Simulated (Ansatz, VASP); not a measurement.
Ge2As3 in VASP and in Ansatz

```xyz
5
Lattice="3.6819 0.0000 0.0000 0.0000 3.6819 0.0000 0.0000 0.0000 7.7160" Properties=species:S:1:pos:R:3 pbc="T T T"
Ge    0.0000    1.8410    3.8580
Ge    1.8410    0.0000    3.8580
As    1.8410    1.8410    0.0000
As    0.0000    0.0000    6.4439
As    0.0000    0.0000    1.2721
```

Alike in both runs: functional PBE; k mesh 4 × 4 × 2; occupations gaussian, width 0.1 eV; no spin polarisation.

Ansatz relaxed the structure, and its values are those at the end. VASP's run is a single point on that final structure, the one shown.

|  | VASP | Ansatz |
| --- | --- | --- |
| version | VASP 6.6.1 | Ansatz 0.2.0 |
| potentials or method | VASP PAW PBE potentials, release 64 (Ge_d, As), cutoff 520 eV | scalar-relativistic, plane waves, PAW |
| valence electrons in the cell | 43 | 73 |

```csv
,VASP,Ansatz,Ansatz less VASP
gap on the k mesh at the Fermi level (eV),none,none,-
pressure (GPa),0.1,0.0,-0.06
rms of the force components (eV/Å),0.009,0.000,-0.0083
```

A gap of «none» marks a metal or a gap that the smearing closes. VASP's potentials hold 43 valence electrons a cell and Ansatz's 73, so a difference there can come from the potentials and not from the codes.

The k mesh is coarse, so the values compare programs but aren't converged.
